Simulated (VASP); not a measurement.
# Cu (I4/mmm) in VASP: a series of runs, part 3 of 3

VASP 6.6.1.

## Step 5: Single point, PBEsol (strain -0.040 along x and y, +0.080 along z)

INCAR

```
PREC     = Accurate       # precision mode
ENCUT    = 520            # plane-wave cutoff, eV
EDIFF    = 1E-6           # SCF threshold, eV
ISMEAR   = 0              # smearing method
SIGMA    = 0.15           # smearing width, eV
LREAL    = False          # projectors in reciprocal space
LASPH    = True           # aspherical terms in the spheres
NELM     = 80             # most SCF steps
ALGO     = Fast           # electronic algorithm
ISIF     = 2              # what is computed and relaxed
LWAVE    = False          # write WAVECAR
LCHARG   = False          # write CHGCAR
GGA      = PS             # functional
NBANDS   = 12             # bands
```

KPOINTS

```
Automatic mesh
0
Gamma
  22 22 22
```

POSCAR

```
Cu
1.0
    0.0000000000      1.7352000000      1.9521000000
    1.7352000000      0.0000000000      1.9521000000
    1.7352000000      1.7352000000      0.0000000000
Cu
1
Direct
    0.0000000000      0.0000000000      0.0000000000
```

Potentials or basis: VASP PAW PBE potentials, release 64 (Cu).

Run with:

```console
> cat potpaw_PBE.64/Cu/POTCAR > POTCAR
> mpirun -np 1 vasp_std > vasp.out
```

OUTCAR:

```text
PREC = Accurate
   ENCUT = 520
   EDIFF = 1E-6
   ISMEAR = 0
   LREAL = False
   LASPH = True
   NELM = 80
   ISIF = 2
   GGA = PS

 ion  position               nearest neighbor table
   1  0.000  0.000  0.000-

  LATTYP: Found a body centered tetragonal cell.
 ALAT       =     2.4539433734
 C/A-ratio  =     1.5909902577

  Lattice vectors:

 A1 = (  -1.7352000000,   0.0000000000,   1.9521000000)
 A2 = (   1.7352000000,   0.0000000000,   1.9521000000)
 A3 = (   0.0000000000,   1.7352000000,  -1.9521000000)

Analysis of symmetry for initial positions (statically):
=====================================================================
 Subroutine PRICEL returns:
 Original cell was already a primitive cell.

 Routine SETGRP: Setting up the symmetry group for a
 body centered tetragonal supercell.

 Subroutine GETGRP returns: Found 16 space group operations
 (whereof 16 operations were pure point group operations)
 out of a pool of 16 trial point group operations.

The static configuration has the point symmetry D_4h.

Analysis of symmetry for dynamics (positions and initial velocities):
=====================================================================
 Subroutine PRICEL returns:
 Original cell was already a primitive cell.

 Routine SETGRP: Setting up the symmetry group for a
 body centered tetragonal supercell.

 Subroutine GETGRP returns: Found 16 space group operations
 (whereof 16 operations were pure point group operations)
 out of a pool of 16 trial point group operations.

The dynamic configuration has the point symmetry D_4h.

 Subroutine INISYM returns: Found 16 space group operations
 (whereof 16 operations are pure point group operations),
 and found     1 'primitive' translations

----------------------------------------------------------------------------------------

                                     Primitive cell

  volume of cell :      11.7552

[... 109 lines left out ...]
  Thomas-Fermi vector in A             =   2.698267
   LORBIT       =      0    0 simple, 1 ext, 2 COOP (PROOUT), +10 PAW based schemes
   GGA     = PS    functional components
   LHFCALC =     F    Hartree Fock is set to
   AEXX    =    0.0000 exact exchange contribution
   IVDW    =     0    specifies the selected vdW correction
   LEPSILON=     F    determine dielectric tensor
   LRPA    =     F    only Hartree local field effects (RPA)
 non-spin polarized calculation
 RMM-DIIS sequential band-by-band and
 Gauss-broadening in eV      SIGMA  =   0.15
  energy-cutoff  :      520.00
  volume of cell :       11.76
 maximum number of plane-waves:       340
   NGX =  9   NGY =  9   NGZ =  9

 number of electron      11.0000008 magnetization

 Free energy of the ion-electron system (eV)
  ---------------------------------------------------
  ext. energy  EPLUGINS =         0.00000000
  ---------------------------------------------------
  free energy    TOTEN  =        -4.27935055 eV

  energy without entropy =       -4.27620773  energy(sigma->0) =       -4.27777914

 E-fermi :   7.4691     XC(G=0): -12.9339

 val. band max:        7.4446713714   @ k =   0.5000   0.1364   0.3182
 cond. band min:       7.4760830697   @ k =  -0.1364   0.3182   0.2727
 fundamental gap:      0.0314116983
 Fermi energy:         7.4691464897

 k-point     1 :       0.0000    0.0000    0.0000
  band No.  band energies     occupation
      1      -1.9630      2.00000
      2       4.0148      2.00000
      3       4.6462      2.00000
      4       4.6462      2.00000
      5       4.9041      2.00000
      6       5.5236      2.00000
      7      30.3399      0.00000
      8      32.5533      0.00000
      9      32.9939      0.00000
     10      32.9939      0.00000
     11      35.3091      0.00000
     12      35.3091      0.00000
[... 331 lines left out ...]
 k-point    24 :      -0.4545    0.0455    0.0000
  band No.  band energies     occupation
      1       2.3780      2.00000
      2       4.0915      2.00000
      3       4.6816      2.00000
      4       5.5550      2.00000
      5       5.7061      2.00000
      6       6.7342      2.00000
      7      11.4905      0.00000
      8      24.9450      0.00000
      9      30.6355      0.00000
     10      31.4543      0.00000
     11      31.6042      0.00000
     12      34.6044      0.00000

 [... further k-points ...]
[... 5 lines left out ...]
  --------------------------------------------------------------------------------------
  -------------------------------------------------------------------------------------
  Total       -0.0975654     -0.0975654     -0.7999810      0.0000000      0.0000000      0.0000000
  in kB      -13.2976610    -13.2976610   -109.0332945      0.0000000      0.0000000      0.0000000
  external PRESSURE =     -45.2095388 kB  Pullay stress =       0.0000000 kB

 VOLUME and BASIS-vectors are now :
 -----------------------------------------------------------------------------
  energy-cutoff  :      520.00
  volume of cell :       11.76
      direct lattice vectors                 reciprocal lattice vectors
     0.000000000  1.735200000  1.952100000    -0.288151222  0.288151222  0.256134419
     1.735200000  0.000000000  1.952100000     0.288151222 -0.288151222  0.256134419
     1.735200000  1.735200000  0.000000000     0.288151222  0.288151222 -0.256134419

 POSITION                                       TOTAL-FORCE (eV/Angst)
 -----------------------------------------------------------------------------------
      0.00000      0.00000      0.00000         0.000000      0.000000      0.000000
 -----------------------------------------------------------------------------------
    total drift:                                0.000000      0.000000      0.000000

  FREE ENERGIE OF THE ION-ELECTRON SYSTEM (eV)
  ---------------------------------------------------
  free  energy   TOTEN  =        -4.2793505521 eV

  energy  without entropy=       -4.2762077324  energy(sigma->0) =       -4.27777914
```

OSZICAR:

```text
N       E                     dE             d eps       ncg     rms          rms(c)
DAV:   1     0.419449411451E+02    0.41945E+02   -0.53922E+03 22140   0.153E+03
DAV:   2    -0.402383653029E+01   -0.45969E+02   -0.42495E+02 20760   0.204E+02
DAV:   3    -0.534797242418E+01   -0.13241E+01   -0.13141E+01 23472   0.399E+01
DAV:   4    -0.535607909905E+01   -0.81067E-02   -0.81055E-02 22388   0.276E+00
DAV:   5    -0.535615346426E+01   -0.74365E-04   -0.74364E-04 23744   0.270E-01    0.832E+00
RMM:   6    -0.469455325223E+01    0.66160E+00   -0.37430E+00 25053   0.359E+01    0.478E+00
RMM:   7    -0.429404504832E+01    0.40051E+00   -0.55190E-01 24845   0.134E+01    0.102E+00
RMM:   8    -0.428091366564E+01    0.13131E-01   -0.14672E-02 25741   0.134E+00    0.281E-01
RMM:   9    -0.427931242584E+01    0.16012E-02   -0.29394E-03 26220   0.100E+00    0.243E-02
RMM:  10    -0.427934130064E+01   -0.28875E-04   -0.46012E-04 26286   0.313E-01    0.158E-02
RMM:  11    -0.427935047071E+01   -0.91701E-05   -0.88866E-05 27514   0.108E-01    0.123E-02
RMM:  12    -0.427935026556E+01    0.20515E-06   -0.11242E-05 26333   0.403E-02    0.184E-03
RMM:  13    -0.427935055212E+01   -0.28656E-06   -0.23616E-06 18480   0.150E-02
   1 F= -.42793506E+01 E0= -.42777791E+01  d E =-.314282E-02
```

stdout:

```text
POSCAR found type information on POSCAR Cu
 POSCAR found :  1 types and       1 ions
 scaLAPACK will be used
 -----------------------------------------------------------------------------
|                                                                             |
|                                                                             |
|     You enforced a specific xc type in the INCAR file but a different       |
|     I HOPE YOU KNOW WHAT YOU ARE DOING!                                     |
|                                                                             |
 -----------------------------------------------------------------------------

 LDA part: xc-table for (Slater+PW92), standard interpolation
 POSCAR, INCAR and KPOINTS ok, starting setup
 FFT: planning ... GRIDC
 FFT: planning ... GRID_SOFT
 FFT: planning ... GRID
 WAVECAR not read
 entering main loop
WARNING in EDDRMM: call to ZHEGV failed, returncode =   6  3     10
WARNING in EDDRMM: call to ZHEGV failed, returncode =   6  3      8
WARNING in EDDRMM: call to ZHEGV failed, returncode =   6  3      9
WARNING in EDDRMM: call to ZHEGV failed, returncode =   6  3     10
WARNING in EDDRMM: call to ZHEGV failed, returncode =   6  3     11
```

Run time: 2.6 min. Hardware: 1 thread of Intel Xeon Platinum 8259CL at 2.50GHz (Skylake/Cascade Lake), shared host; peak memory 0.22 GiB.

What came out:

```yaml
Free_energy: -4.2794 eV
Pressure: -4.5 GPa
```

Stress tensor (GPa, compression positive):
```
 -1.33   0.00   0.00
  0.00  -1.33   0.00
  0.00   0.00 -10.90
```

Caveat: the cell differs from its parent crystal (strain -0.040 along x and y, +0.080 along z); the PAW data sets were made with another functional, which shifts forces and pressure a little.

## Step 6: Single point, PBEsol (strain +0.040 along x and y, -0.080 along z)

INCAR

```
SYSTEM = Cu
PREC = Accurate
ENCUT = 520
EDIFF = 1E-6
ISMEAR = 0
SIGMA = 0.15
LREAL = .FALSE.
LASPH = .TRUE.
NELM = 80
ALGO = Normal
ISIF = 2
LWAVE = .FALSE.
LCHARG = .FALSE.
GGA = PS
NBANDS = 12
```

KPOINTS

```
Automatic mesh
0
G
  22 22 22
  0 0 0
```

POSCAR

```
Cu
1.0
    0.0000000000      1.8798000000      1.6629000000
    1.8798000000      0.0000000000      1.6629000000
    1.8798000000      1.8798000000      0.0000000000
Cu
1
Direct
    0.0000000000      0.0000000000      0.0000000000
```

Potentials or basis: VASP PAW PBE potentials, release 64 (Cu).

Run with:

```console
> cat potpaw_PBE.64/Cu/POTCAR > POTCAR
> mpirun -np 1 vasp_std > vasp.out
```

Wall time 2.4 min (1 thread of Intel Xeon Platinum 8259CL at 2.50GHz (Skylake/Cascade Lake), shared host); peak memory 0.22 GiB.

Results (log left out):

```yaml
Free_energy: -4.2898 eV
Pressure: -4.8 GPa
```

Stress tensor (GPa, compression positive):
```
-6.06  0.00  0.00
 0.00 -6.06  0.00
 0.00  0.00 -2.26
```

Levels at points of the mesh, in eV from the Fermi level:
| k point | band 2 | band 3 | band 4 | band 5 | band 6 | band 7 | band 8 | band 9 | band 10 | band 11 |
| --- | --- | --- | --- | --- | --- | --- | --- | --- | --- | --- |
| (0.00, 0.00, 0.00) | -3.18 | -3.18 | -2.65 | -2.51 | -1.98 | 22.93 | 25.24 | 25.24 | 25.86 | 27.75 |
| (0.50, 0.00, 0.00) | -3.37 | -2.74 | -1.76 | -1.50 | -1.00 | 3.84 | 19.81 | 20.22 | 23.57 | 25.79 |
| (0.50, 0.50, 0.00) | -4.51 | -1.63 | -1.47 | -1.47 | 3.42 | 9.41 | 11.21 | 11.21 | 16.07 | 18.52 |
| (0.50, 0.00, 0.50) | -4.35 | -1.69 | -1.68 | -1.35 | 0.64 | 6.09 | 14.18 | 14.32 | 18.59 | 21.43 |

Caveat: the cell differs from its parent crystal (strain +0.040 along x and y, -0.080 along z); the PAW data sets were made with another functional, which shifts forces and pressure a little.

## Step 7: The runs side by side

```csv
cell,gap on the mesh (eV),pressure (GPa)
"a = 2.510, b = 2.510, c = 2.352 Å, angles 62.1, 62.1, 55.9°, 1 atom",none,19.6
"a = 2.564, b = 2.564, c = 2.352 Å, angles 62.7, 62.7, 54.6°, 1 atom",none,11.4
"a = 2.456, b = 2.456, c = 2.556 Å, angles 58.6, 58.6, 62.7°, 1 atom",none,8.5
"a = 2.612, b = 2.612, c = 2.454 Å, angles 62.0, 62.0, 56.0°, 1 atom",none,-4.5
"a = 2.510, b = 2.510, c = 2.658 Å, angles 58.0, 58.0, 64.0°, 1 atom",none,-4.8
```

Alike in all rows: task single point; level PBEsol; potentials or basis VASP PAW PBE potentials, release 64 (Cu); no spin polarisation; k mesh 22 × 22 × 22; cutoff (eV) 520; smearing gaussian 0.15 eV.

Caveats: the PAW data sets were made with another functional, which shifts forces and pressure a little.

Absolute energies hang on the potentials; compare differences alone.
